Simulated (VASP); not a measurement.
# ZrSi2 (I4_1/amd) in VASP: single point with PBE

Aim: the single point of ZrSi2 with PBE.

Everything below comes from runs of VASP 6.6.1. Logs are shortened: lines on timing, memory, paths and dates and some standing lists are left out, and cuts for length are marked.

**1. The cell of the first run**

It takes space group I4_1/amd (No. 141, tetragonal). The conventional cell has a = 4.032 Å, b = 4.032 Å, c = 12.600 Å, α = 90.00°, β = 90.00°, γ = 90.00°. Within 3.8 Å of Zr (site symmetry -4m2) lie 12 Si at 2.91 to 3.04 Å and 4 Zr at 3.74 Å. Within 2.8 Å of Si (site symmetry 2mm) lie 3 Si at 2.12 to 2.27 Å.

**2. Single point, PBE**

File INCAR:

```
ALGO = Normal
EDIFF = 1E-6
ENCUT = 520
GGA = PE
ISIF = 2
ISMEAR = 0
LASPH = True
LCHARG = False
LREAL = False
LWAVE = False
NBANDS = 29
NELM = 60
PREC = Accurate
SIGMA = 0.1184
```

File KPOINTS:

```
k-points
0
Gamma
  9 9 9
```

File POSCAR:

```
ZrSi2
1.0
    0.0000000000      4.0317450000      0.0000000000
    4.0317450000      0.0000000000      0.0000000000
    2.0158720000      2.0158720000     -6.3002270000
Zr Si
2 4
Direct
    0.8750000000      0.1250000000      0.7500000000
    0.1250000000      0.8750000000      0.2500000000
    0.5410300000      0.2910300000      0.4179400000
    0.2910300000      0.5410300000      0.9179400000
    0.4589700000      0.7089700000      0.5820600000
    0.7089700000      0.4589700000      0.0820600000
```

Potentials or basis: VASP PAW PBE potentials, release 64 (Zr_sv, Si).

Launch:

```console
$ cat potpaw_PBE.64/Zr_sv/POTCAR potpaw_PBE.64/Si/POTCAR > POTCAR
$ mpirun -np 1 vasp_std > vasp.out
```

OUTCAR:

```text
EDIFF = 1E-6
   ENCUT = 520
   GGA = PE
   ISIF = 2
   ISMEAR = 0
   LASPH = True
   LREAL = False
   NELM = 60
   PREC = Accurate

 ion  position               nearest neighbor table
   1  0.875  0.125  0.750-   3 2.91   6 2.91   3 2.91   6 2.91   4 3.04   5 3.04   5 3.04   4 3.04
                             5 3.04   4 3.04   5 3.04   4 3.04   2 3.74   2 3.74   2 3.74   2 3.74
   2  0.125  0.875  0.250-   4 2.91   5 2.91   4 2.91   5 2.91   6 3.04   3 3.04   6 3.04   3 3.04
                             3 3.04   6 3.04   6 3.04   3 3.04   1 3.74   1 3.74   1 3.74   1 3.74
   3  0.541  0.291  0.418-   6 2.12   5 2.27   5 2.27   1 2.91   1 2.91   2 3.04   2 3.04   2 3.04
                             2 3.04
   4  0.291  0.541  0.918-   5 2.12   6 2.27   6 2.27   2 2.91   2 2.91   1 3.04   1 3.04   1 3.04
                             1 3.04
   5  0.459  0.709  0.582-   4 2.12   3 2.27   3 2.27   2 2.91   2 2.91   1 3.04   1 3.04   1 3.04
                             1 3.04
   6  0.709  0.459  0.082-   3 2.12   4 2.27   4 2.27   1 2.91   1 2.91   2 3.04   2 3.04   2 3.04
                             2 3.04

  LATTYP: Found a body centered tetragonal cell.
 ALAT       =     4.0317450000
 C/A-ratio  =     3.1253102565

  Lattice vectors:

 A1 = (  -2.0158720000,   2.0158730000,   6.3002270000)
 A2 = (   2.0158730000,  -2.0158720000,   6.3002270000)
 A3 = (   2.0158720000,   2.0158720000,  -6.3002270000)

Analysis of symmetry for initial positions (statically):
=====================================================================
 Subroutine PRICEL returns:
 Original cell was already a primitive cell.

 Routine SETGRP: Setting up the symmetry group for a
 body centered tetragonal supercell.

 Subroutine GETGRP returns: Found 16 space group operations
 (whereof  4 operations were pure point group operations)
 out of a pool of 16 trial point group operations.

The static configuration has the point symmetry C_2h.
 The point group associated with its full space group is D_4h.

Analysis of symmetry for dynamics (positions and initial velocities):
=====================================================================
 Subroutine PRICEL returns:
 Original cell was already a primitive cell.

 Routine SETGRP: Setting up the symmetry group for a
 body centered tetragonal supercell.

 Subroutine GETGRP returns: Found 16 space group operations
 (whereof  4 operations were pure point group operations)
 out of a pool of 16 trial point group operations.

The dynamic configuration has the point symmetry C_2h.
 The point group associated with its full space group is D_4h.

[... 106 lines left out ...]
   EDIFF  = 0.1E-05   stopping-criterion for ELM
   LREAL  =      F    real-space projection
   EDIFFG = 0.1E-04   stopping-criterion for IOM
   NSW    =      0    number of steps for IOM
   IBRION =     -1    ionic relax: 0-MD 1-quasi-New 2-CG
   NFREE  =      0    steps in history (QN), initial steepest desc. (CG)
   ISIF   =      2    stress and relaxation
   ISYM   =      2    0-nonsym 1-usesym 2-fastsym
   POTIM  = 0.5000    time-step for ionic-motion
   TEBEG  =    0.0;   TEEND  =   0.0 temperature during run
   PSTRESS=    0.0 pullay stress
   NELECT =      40.0000    total number of electrons
   NUPDOWN=      -1.0000    fix difference up-down
   EMIN   =  10.00;   EMAX   =-10.00  energy-range for DOS
   EFERMI =   0.00;   METHOD = LEGACY
   ISMEAR =     0;   SIGMA  =   0.12  broadening in eV -4-tet -1-fermi 0-gaus
   EFERMI_NEDOS =   21; number of points for ismear=-14 and -15
   IALGO  =     38    algorithm
   IMIX   =      4    mixing-type and parameters
     AMIX     =   0.40;   BMIX     =  1.00
     AMIX_MAG =   1.60;   BMIX_MAG =  1.00
  volume/ion in A,a.u.               =      17.07       115.18
  Fermi-wavevector in a.u.,A,eV,Ry     =   1.196687  2.261411 19.484370  1.432061
  Thomas-Fermi vector in A             =   2.332621
   LORBIT       =      0    0 simple, 1 ext, 2 COOP (PROOUT), +10 PAW based schemes
   GGA     = PE    functional components
   LHFCALC =     F    Hartree Fock is set to
   AEXX    =    0.0000 exact exchange contribution
   IVDW    =     0    specifies the selected vdW correction
   LEPSILON=     F    determine dielectric tensor
   LRPA    =     F    only Hartree local field effects (RPA)
 non-spin polarized calculation
 Gauss-broadening in eV      SIGMA  =   0.12
  energy-cutoff  :      520.00
  volume of cell :      102.41
 maximum number of plane-waves:      2783
 NGX is ok and might be reduce to    30
   NGX = 15   NGY = 15   NGZ = 25

 number of electron      40.0000002 magnetization

 Free energy of the ion-electron system (eV)
  ---------------------------------------------------
  ext. energy  EPLUGINS =         0.00000000
  ---------------------------------------------------
  free energy    TOTEN  =       -39.49893670 eV

  energy without entropy =      -39.47149324  energy(sigma->0) =      -39.48521497

 E-fermi :  10.3384     XC(G=0): -11.1199

 val. band max:       10.3350733137   @ k =   0.3333   0.0000   0.1111
 cond. band min:      10.3473836547   @ k =  -0.3333   0.3333   0.1111
 fundamental gap:      0.0123103410
 Fermi energy:        10.3383698133

 k-point     1 :       0.0000    0.0000    0.0000
  band No.  band energies     occupation
      1     -39.3828      2.00000
      2     -39.3693      2.00000
      3     -17.4822      2.00000
      4     -17.4294      2.00000
      5     -17.4294      2.00000
      6     -17.4175      2.00000
[... 757 lines left out ...]
     28      12.5758      0.00000
     29      13.5177      0.00000

 [... further k-points ...]
[... 5 lines left out ...]
  --------------------------------------------------------------------------------------
  -------------------------------------------------------------------------------------
  Total       -2.0422863     -2.0422863     11.3004753      0.0000000      0.0000009      0.0000009
  in kB      -31.9510321    -31.9510321    176.7929662      0.0000000      0.0000140      0.0000140
  external PRESSURE =      37.6303007 kB  Pullay stress =       0.0000000 kB

 VOLUME and BASIS-vectors are now :
 -----------------------------------------------------------------------------
  energy-cutoff  :      520.00
  volume of cell :      102.41
      direct lattice vectors                 reciprocal lattice vectors
     0.000000000  4.031745000  0.000000000     0.000000000  0.248031560  0.079362200
     4.031745000  0.000000000  0.000000000     0.248031560  0.000000000  0.079362200
     2.015872000  2.015872000 -6.300227000     0.000000000  0.000000000 -0.158724440

 POSITION                                       TOTAL-FORCE (eV/Angst)
 -----------------------------------------------------------------------------------
      2.01587      5.03968     -4.72517        -0.000000      0.000000      0.000000
      4.03174      1.00794     -1.57506         0.000000      0.000000      0.000000
      2.01587      3.02381     -2.63312        -0.000000     -0.000000     -1.718405
      4.03174      3.02381     -5.78323        -0.000000     -0.000000     -1.718405
      4.03174      3.02381     -3.66711         0.000000      0.000000      1.718405
      2.01587      3.02381     -0.51700         0.000000      0.000000      1.718405
 -----------------------------------------------------------------------------------
    total drift:                               -0.000000      0.000000     -0.000000

  FREE ENERGIE OF THE ION-ELECTRON SYSTEM (eV)
  ---------------------------------------------------
  free  energy   TOTEN  =       -39.4989366961 eV

  energy  without entropy=      -39.4714932444  energy(sigma->0) =      -39.48521497
```

It took 3.5 min on 1 thread of Intel Xeon Platinum 8375C at 2.90GHz (Ice Lake), shared host; peak memory 0.32 GiB.

Results:

```
Free energy            : -39.4989 eV
Pressure               : 3.8 GPa
Largest force          : 1.718 eV/Å
Band gap on the k mesh : zero (band 20 reaches 11.33 eV, above the bottom of band 21 at 9.44 eV)
```

Forces on the atoms (eV/Å):
```
Zr   0.000  0.000  0.000
Zr   0.000  0.000  0.000
Si   0.000  0.000 -1.718
Si   0.000  0.000 -1.718
Si   0.000  0.000  1.718
Si   0.000  0.000  1.718
```

Levels at points of the mesh, in eV from the Fermi level:
```
           k point  band 17  band 18  band 19  band 20  band 21  band 22  band 23  band 24
(0.00, 0.00, 0.00)    -3.31    -2.21    -1.33    -0.39     0.14     0.78     0.80     0.80
```

Caveat: forces of over 1 eV/Å act on the atoms, so gaps and moduli don't describe the material at rest.
